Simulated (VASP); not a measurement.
## O: relaxation of cell and atoms with PBE+D3(BJ)

Crystal: O.

```
O
1.0
     0.00000    2.10755    3.34485
     1.47835    0.00000    3.34485
     1.47835    2.10755    0.00000
O
2
Direct
  0.08710 0.08710 0.91290
  0.91290 0.91290 0.08710
```

```
Program                : VASP 6.6.1
Task                   : relaxation of cell and atoms
Functional             : PBE
Dispersion             : D3(BJ)
Potentials or basis    : VASP PAW PBE potentials, release 64 (O)
Cutoff                 : 600 eV
k mesh                 : 8 × 8 × 8
Occupations            : gaussian, width 0.1 eV
Spin                   : no spin polarisation
Dipole correction      : no
Further INCAR settings : ALGO = Normal; EDIFF = 1e-06; IBRION = 2; EDIFFG = -0.05; NSW = 100; ISIF = 3
```

```yaml
Relaxed_volume: 11.40 Å³/atom
Relaxed_cell: a = 4.336 Å, b = 4.293 Å, c = 2.400 Å, α = 74.84°, β = 72.87°, γ = 32.29°
Space_group_after_relaxing_to_0.05_Å: Fmmm (No. 69)
Energy_gained_by_relaxing: 161.7 meV/atom
Ionic_steps: 38
Pressure_after_relaxing: -0.4 GPa
Largest_force_after_relaxing: 0.028 eV/Å
Band_gap_on_the_k_mesh: zero (band 6 reaches 1.62 eV, above the bottom of band 7 at -0.77 eV)
Dispersion_energy_per_atom: -0.072 eV
```

Forces in eV/Å, atoms in the order of the input:
```
O    0.000  0.000  0.028
O    0.000  0.000 -0.028
```

Stress tensor (GPa, compression positive):
```
-0.29  0.00  0.00
 0.00 -0.37  0.00
 0.00  0.00 -0.53
```

The path:
| step | energy change (eV) | largest force (eV/Å) | pressure (GPa) | volume (Å³) |
| --- | --- | --- | --- | --- |
| 1 | 0.0000 | 5.7056 | 16.78 | 20.84 |
| 2 | 4.4622 | 2.7869 | -27.14 | 24.02 |
| 3 | 2.8416 | 7.0285 | -29.17 | 22.82 |
| 4 | 0.7433 | 7.3319 | -24.85 | 21.71 |
| 5 | 0.0466 | 4.7418 | -14.78 | 21.23 |
| 6 | -0.0983 | 3.0373 | -9.00 | 21.06 |
| 7 | -0.1508 | 1.5854 | -4.26 | 20.95 |
| 8 | -0.1616 | 0.7408 | -1.62 | 20.90 |
| 9 | -0.1627 | 0.3845 | -0.52 | 20.88 |
| 10 | -0.1627 | 0.3499 | -0.39 | 20.87 |
| 11 | -0.1994 | 0.3919 | -0.84 | 20.84 |
| 12 | -0.2722 | 0.2782 | 0.07 | 20.64 |
| 13 | -0.2040 | 0.9013 | 11.54 | 19.91 |
| 14 | -0.2844 | 0.5532 | 3.90 | 20.47 |
| 15 | -0.2374 | 2.5397 | -5.58 | 20.85 |
| 16 | -0.2878 | 0.1789 | 1.71 | 20.55 |
| 17 | -0.2878 | 0.1504 | 1.77 | 20.55 |
| 18 | -0.2908 | 0.1737 | 1.32 | 20.75 |
| 19 | -0.2974 | 0.2292 | 0.12 | 21.38 |
| 20 | -0.3012 | 0.2828 | -1.69 | 22.68 |
| 21 | -0.3007 | 0.4976 | 0.34 | 22.82 |
| 22 | -0.3020 | 0.0591 | -0.81 | 22.74 |
| 23 | -0.3030 | 0.0481 | -0.72 | 22.72 |
| 24 | -0.3058 | 0.0174 | -0.54 | 22.64 |
| 25 | -0.3100 | 0.0411 | -0.21 | 22.48 |
| 26 | -0.3115 | 0.1543 | 0.71 | 22.14 |
| 27 | -0.3122 | 0.1126 | 0.34 | 22.26 |
| 28 | -0.3128 | 0.2797 | 1.57 | 22.24 |
| 29 | -0.3128 | 0.1760 | 1.26 | 22.24 |
| 30 | -0.3138 | 0.1752 | 1.21 | 22.27 |
| 31 | -0.3165 | 0.1719 | 1.08 | 22.37 |
| 32 | -0.3202 | 0.1657 | 0.81 | 22.54 |
| 33 | -0.3206 | 0.1554 | 0.20 | 22.82 |
| 34 | -0.3216 | 0.1597 | 0.51 | 22.71 |
| 35 | -0.3188 | 0.6562 | -1.88 | 22.77 |
| 36 | -0.3218 | 0.0149 | -0.02 | 22.72 |
| 37 | -0.3224 | 0.0062 | -0.11 | 22.74 |
| 38 | -0.3234 | 0.0276 | -0.40 | 22.80 |

Final structure:
```xyz
2
Lattice="0.0000 1.7505 3.9671 1.6413 0.0000 3.9671 1.6413 1.7505 0.0000" Properties=species:S:1:pos:R:3 pbc="T T T"
O     1.6413    1.7505    0.6145
O     1.6413    1.7505    7.3198
```

Levels at points of the mesh, in eV from the Fermi level:
| k point | band 2 | band 3 | band 4 | band 5 | band 6 | band 7 | band 8 | band 9 | band 10 |
| --- | --- | --- | --- | --- | --- | --- | --- | --- | --- |
| (0.00, 0.00, 0.00) | -14.71 | -8.41 | -4.92 | -4.76 | 1.30 | 1.43 | 9.86 | 10.11 | 12.44 |
| (0.50, 0.00, 0.00) | -13.87 | -8.91 | -7.00 | -4.47 | -1.85 | 1.70 | 9.20 | 14.64 | 14.87 |
| (0.50, 0.50, 0.00) | -15.18 | -7.36 | -4.95 | -4.79 | 1.39 | 1.51 | 6.26 | 10.74 | 13.53 |
| (0.50, 0.00, 0.50) | -12.94 | -8.14 | -7.66 | -6.34 | -1.01 | -1.00 | 10.26 | 11.48 | 17.03 |
| (0.00, 0.50, 0.50) | -12.98 | -8.04 | -7.75 | -6.25 | -1.33 | -0.71 | 10.05 | 11.47 | 18.79 |

Run time: 9 min on 1 thread of Intel(R) Xeon(R) Platinum 8259CL CPU @ 2.50GHz (Skylake/Cascade Lake), on a shared host, peak memory 0.19 GiB.

Caveat: the standard files for N, O and F lose accuracy on very short bonds; spin is off for a triplet molecule; pairwise dispersion overbinds metals, which lowers pressure and volume; the relaxation stopped at a loose force limit of 0.05 eV/Å, so its end isn't a converged minimum.
